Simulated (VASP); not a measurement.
Wanted: the native input for a VASP 6.6.1 run.

```yaml
Task: single point
Functional: r2SCAN
Potentials_or_basis: VASP PAW PBE potentials, release 64 (Ga_d, Sb)
Cutoff: 520 eV
k_mesh: 10 × 10 × 10
Occupations: gaussian, width 0.05 eV
Spin: no spin polarisation
Dipole_correction: no
Further_INCAR_settings: ALGO = Normal; EDIFF = 1e-07; NBANDS = 16
```

The system is GaSb.

```xyz
2
Lattice="0.0000 3.0048 3.0661 3.0048 0.0000 3.0661 3.0048 3.0048 0.0000" Properties=species:S:1:pos:R:3 pbc="T T T"
Ga    0.0000    0.0000    0.0000
Sb    4.5072    4.5072    4.5992
```

This cell differs from its parent crystal: strain -0.0200 x Voigt [1, 1, 0, 0, 0, 0].

One way to write it, as run:

POSCAR

```
GaSb
1.0
    0.0000000000      3.0048255044      3.0661484739
    3.0048255044      0.0000000000      3.0661484739
    3.0048255044      3.0048255044      0.0000000000
Ga Sb
1 1
Direct
    0.0000000000      0.0000000000      0.0000000000
    0.7500000000      0.7500000000      0.7500000000
```

INCAR.step1

```
SYSTEM = GaSb
PREC     = Accurate       ! precision mode
ENCUT    = 520            ! plane-wave cutoff, eV
ISMEAR   = 0              ! smearing method
SIGMA    = 0.05           ! smearing width, eV
LREAL    = .FALSE.        ! projectors in reciprocal space
LASPH    = .TRUE.         ! aspherical terms in the spheres
NELM     = 100            ! most SCF steps
NBANDS   = 16             ! bands
GGA      = PE             ! functional
ALGO     = Normal         ! electronic algorithm
EDIFF    = 1E-4           ! SCF threshold, eV
LWAVE    = .TRUE.         ! write WAVECAR
LCHARG   = .FALSE.        ! write CHGCAR
```

INCAR.step2

```
SYSTEM = GaSb
PREC     = Accurate       ! precision mode
ENCUT    = 520            ! plane-wave cutoff, eV
EDIFF    = 1E-7           ! SCF threshold, eV
ISMEAR   = 0              ! smearing method
SIGMA    = 0.05           ! smearing width, eV
LREAL    = .FALSE.        ! projectors in reciprocal space
LASPH    = .TRUE.         ! aspherical terms in the spheres
NELM     = 100            ! most SCF steps
ALGO     = Normal         ! electronic algorithm
ISIF     = 2              ! what is computed and relaxed
LWAVE    = .FALSE.        ! write WAVECAR
LCHARG   = .FALSE.        ! write CHGCAR
METAGGA  = R2SCAN         ! meta-GGA
LMIXTAU  = .TRUE.       
NBANDS   = 16             ! bands
ISTART   = 1
```

KPOINTS

```
regular mesh
0
G
  10 10 10
  0 0 0
```

Potentials or basis: VASP PAW PBE potentials, release 64 (Ga_d, Sb).

The run is started by

```sh
$ cat potpaw_PBE.64/Ga_d/POTCAR potpaw_PBE.64/Sb/POTCAR > POTCAR
$ cp INCAR.step1 INCAR
$ mpirun -np 1 vasp_std > vasp.out
$ cp INCAR.step2 INCAR
$ mpirun -np 1 vasp_std > vasp.out
```

Results of the run:

```json
{
 "Pressure": "2.5 GPa",
 "Band gap on the k mesh": "0.66 eV, direct"
}
```

Caveat: the cell differs from its parent crystal (strain -0.0200 x Voigt [1, 1, 0, 0, 0, 0]); the PAW data sets were made with another functional, which shifts forces and pressure a little; spin-orbit coupling is left out, which moves the levels of the heavy elements.

Run time: 110 s on 1 thread of Intel(R) Xeon(R) 6975P-C (Granite Rapids), on a shared host, peak memory 0.25 GiB.
